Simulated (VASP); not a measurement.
Ca, 1 atom in the cell. It takes space group I4/mmm (No. 139, tetragonal). The conventional cell has a = 4.105 Å, b = 4.105 Å, c = 5.336 Å, α = 90.00°, β = 90.00°, γ = 90.00°. Within 5.2 Å of Ca (site symmetry 4/mmm) lie 12 Ca at 3.94 to 4.10 Å.  This cell differs from its parent crystal: ratio of the length along z to the lengths across it x 1.3, volume and fractional coordinates fixed.

| Item | Value |
| --- | --- |
| Program | VASP 6.6.1 |
| Task | single point |
| Functional | PBE |
| Potentials or basis | VASP PAW PBE potentials, release 64 (Ca_sv) |
| Cutoff | 520 eV |
| k mesh | 16 × 16 × 16 |
| Occupations | gaussian, width 0.15 eV |
| Spin | no spin polarisation |
| Dipole correction | no |
| Further INCAR settings | ALGO = Fast; EDIFF = 1e-06; NBANDS = 11 |

Potentials or basis: VASP PAW PBE potentials, release 64 (Ca_sv).

The run is started by

```console
$ cat potpaw_PBE.64/Ca_sv/POTCAR > POTCAR
$ mpirun -np 1 vasp_std > vasp.out
```

Hardware: 1 thread of Intel(R) Xeon(R) 6975P-C (Granite Rapids), with other jobs on the host.

Problem. Estimate the wall time of this run.

Solution. Run time: 78 s on 1 thread of Intel(R) Xeon(R) 6975P-C (Granite Rapids), with other jobs on the host, peak memory 0.29 GiB. Counts: scf iterations 14, k points 349.
